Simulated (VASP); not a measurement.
Runs of VASP 6.6.1 on Ta2N. The structure is that of space group P-31m (No. 162), or close to it. The cells are those of the table. 

```tsv
cell	gap on the mesh (eV)	pressure (GPa)	largest force (eV/Å)
a = 5.338, b = 5.338, c = 4.686 Å, angles 90.0, 90.0, 120.0°, 9 atoms	none	12.6	4.89
a = 5.128, b = 5.128, c = 5.077 Å, angles 90.0, 90.0, 120.0°, 9 atoms	none	2.5	(a)
a = 5.161, b = 5.161, c = 5.013 Å, angles 90.0, 90.0, 120.0°, 9 atoms	none	3.3	(c)
a = 5.300, b = 5.300, c = 4.752 Å, angles 90.0, 90.0, 120.0°, 9 atoms	none	(b)	6.68
```

Alike in all rows: task single point; level LDA; potentials or basis VASP PAW LDA potentials, release 64 (Ta_pv, N); no spin polarisation; k mesh 9 × 9 × 8; cutoff (eV) 520; smearing gaussian 0.15 eV.

Estimate the missing entries.

(a) 1.69; (b) 16.5; (c) 2.03.

Caveats: spin-orbit coupling is left out, which moves the levels of the heavy elements; forces of over 1 eV/Å act on the atoms, so gaps and moduli don't describe the material at rest.

A k mesh can miss the band edges, and the runs leave out spin-orbit coupling on Ta.

A gap of «none» marks levels without a gap at the run's occupations.
